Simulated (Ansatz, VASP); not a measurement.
# CdBi2 in VASP and in Ansatz

```
Cd Bi
1.0
     3.84169    0.00000    0.00000
    -1.92084    3.32700    0.00000
     0.00000    0.00000   14.17540
Cd Bi
2 4
Direct
  0.33333 0.66667 0.25000
  0.66667 0.33333 0.75000
  0.33333 0.66667 0.59408
  0.66667 0.33333 0.09408
  0.33333 0.66667 0.90592
  0.66667 0.33333 0.40592
```

Alike in both runs: functional PBE; k mesh 6 × 6 × 2; occupations gaussian, width 0.1 eV; no spin polarisation.

Ansatz relaxed the structure, and its values are those at the end. VASP's run is a single point on that final structure, the one shown.

|  | VASP | Ansatz |
| --- | --- | --- |
| version | VASP 6.6.1 | Ansatz 0.2.0 |
| potentials or method | VASP PAW PBE potentials, release 64 (Cd, Bi_d), cutoff 520 eV | scalar-relativistic, plane waves, PAW |
| valence electrons in the cell | 84 | 100 |

```csv
,VASP,Ansatz,Ansatz less VASP
gap on the k mesh at the Fermi level (eV),none,none,-
pressure (GPa),0.0,0.0,-0.03
rms of the force components (eV/Å),0.007,0.001,-0.0054
```

A gap of «none» marks a metal or a gap that the smearing closes. VASP's potentials hold 84 valence electrons a cell and Ansatz's 100, so a difference there can come from the potentials and not from the codes.

Spin-orbit coupling is off throughout.
